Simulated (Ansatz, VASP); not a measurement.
## Ni: VASP beside Ansatz

The input INCAR:

```
SYSTEM = Ni
PREC = Accurate
ENCUT = 520
EDIFF = 1E-7
ISMEAR = -1
SIGMA = 0.1
LREAL = .False.
LASPH = .True.
NELM = 80
ALGO = Normal
ISIF = 2
LWAVE = .False.
LCHARG = .False.
GGA = PS
NBANDS = 28
```

KPOINTS

```
Automatic mesh
0
Gamma
  17 17 5
  0 0 0
```

The input POSCAR:

```
Ni
1.0
    2.4451031932      0.0000000000      0.0000000000
   -1.2225515966      2.1175214801      0.0000000000
    0.0000000000      0.0000000000      8.0100415225
Ni
4
Direct
    1.0000000000      1.0000000000      0.0000000000
    1.0000000000      1.0000000000      0.5000000000
    0.3333333333      0.6666666667      0.2500000000
    0.6666666667      0.3333333333      0.7500000000
```

Input for Ansatz:

```yaml
crystal:
  lattice:
    - [2.4451031932, 0.0, 0.0]
    - [-1.2225515966, 2.1175214801, 0.0]
    - [0.0, 0.0, 8.0100415225]
  atoms:
    - { symbol: Ni, position: [1.0, 1.0, 0.0] }
    - { symbol: Ni, position: [1.0, 1.0, 0.5] }
    - { symbol: Ni, position: [0.3333333333, 0.6666666667, 0.25] }
    - { symbol: Ni, position: [0.6666666667, 0.3333333333, 0.75] }
hamiltonian:
  xc: pbesol
  pseudopotentials:
    kind: paw
    azcp:
      Ni: "pseudopotentials/Ni.paw.azcp"
basis:
  ecutwfc: 420
  fft_grid_basis: typed
kpoints:
  mp_grid: { grid: [17, 17, 5], shift: [0, 0, 0] }
magnetization:
  spin_polarized: false
scf:
  occupations: { method: fermi_dirac, width: 0.1 }
  lower_state_search: "off"
output:
  stress: true
```

Alike in both runs: task single point; functional PBEsol; k mesh 17 × 17 × 5; occupations fermi-dirac, width 0.1 eV; no spin polarisation.

```csv
,VASP,Ansatz
version,VASP 6.6.1,Ansatz 0.2.0
potentials or method,"VASP PAW PBE potentials, release 64 (Ni), cutoff 520 eV","plane waves (420 eV) with PAW, scalar-relativistic"
valence electrons in the cell,40,72
```

|  | VASP | Ansatz | Ansatz less VASP |
| --- | --- | --- | --- |
| pressure (GPa) | 0.0 | 0.0 | +0.01 |

VASP's potentials were made for PBE, not for PBEsol, and Ansatz warns of the same on its side. VASP's potentials hold 40 valence electrons a cell and Ansatz's 72, so a difference there can come from the potentials and not from the codes.
